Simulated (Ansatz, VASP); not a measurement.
**Two plane-wave programs on TlCN**

INCAR

```
ALGO     = Normal         # electronic algorithm
EDIFF    = 1E-6           # SCF threshold, eV
ENCUT    = 520            # plane-wave cutoff, eV
GGA      = PE             # functional
GGA_COMPAT= F            
ISIF     = 2              # what is computed and relaxed
ISMEAR   = 0              # smearing method
LASPH    = T              # aspherical terms in the spheres
LCHARG   = F              # write CHGCAR
LORBIT   = 11             # projections on sites
LORBMOM  = T            
LREAL    = F              # projectors in reciprocal space
LSORBIT  = T              # spin-orbit coupling
LWAVE    = F              # write WAVECAR
MAGMOM   = 0 0 0 0 0 0 0 0 0 # initial moments
NBANDS   = 35             # bands
NELM     = 150            # most SCF steps
PREC     = Accurate       # precision mode
SIGMA    = 0.01           # smearing width, eV
```

Contents of KPOINTS:

```
k-points
0
Gamma
  1 1 1
```

POSCAR

```
TlCN
1.0
    9.0000000000      0.0000000000      0.0000000000
    0.0000000000      9.0000000000      0.0000000000
    0.0000000000      0.0000000000     12.5000000000
Tl N C
1 1 1
Direct
    0.5000000000      0.5000000000      0.3600000000
    0.5000000000      0.5000000000      0.5442240000
    0.5000000000      0.5000000000      0.6398048000
```

Input for Ansatz:

```yaml
crystal:
  lattice:
    - [9.0, 0.0, 0.0]
    - [0.0, 9.0, 0.0]
    - [0.0, 0.0, 12.5]
  atoms:
    - { symbol: Tl, position: [0.5, 0.5, 0.36] }
    - { symbol: "N", position: [0.5, 0.5, 0.544224] }
    - { symbol: C, position: [0.5, 0.5, 0.6398048] }
basis:
  ecutwfc: 420
  ecutrho_ratio: 4
kpoints:
  mp_grid: { grid: [1, 1, 1] }
hamiltonian:
  xc: pbe
scf:
  occupations: { method: gaussian, width: 0.01 }
output:
  forces: true
  eigenvalues: true
  populations: true
  write_density: true
  write_potential: true
  elf: true
  volumetric_format: npy
magnetization:
  noncollinear: true
  spin_orbit: true
```

Alike in both runs: task single point; functional PBE; k mesh 1 × 1 × 1; occupations gaussian, width 0.01 eV; non-collinear spin, spin-orbit coupling.

```csv
,VASP,Ansatz
version,VASP 6.6.1,Ansatz 0.2.0
potentials or method,"VASP PAW PBE potentials, release 64 (Tl_d, N, C), cutoff 520 eV","plane waves, PAW"
valence electrons in the cell,22,22
```

Ansatz gave:

- rms of the force components (eV/Å): 0.407
- net moment per atom (μB): 0.00

Problem. What did VASP give for the same quantities?

Solution. rms of the force components (eV/Å): 0.279; net moment per atom (μB): 0.00.

Atom by atom the forces differ by 0.128 eV/Å (rms over components). Ansatz's warnings: xc potential rough in thin density.

Noted on VASP's run: the standard files for N, O and F lose accuracy on very short bonds.
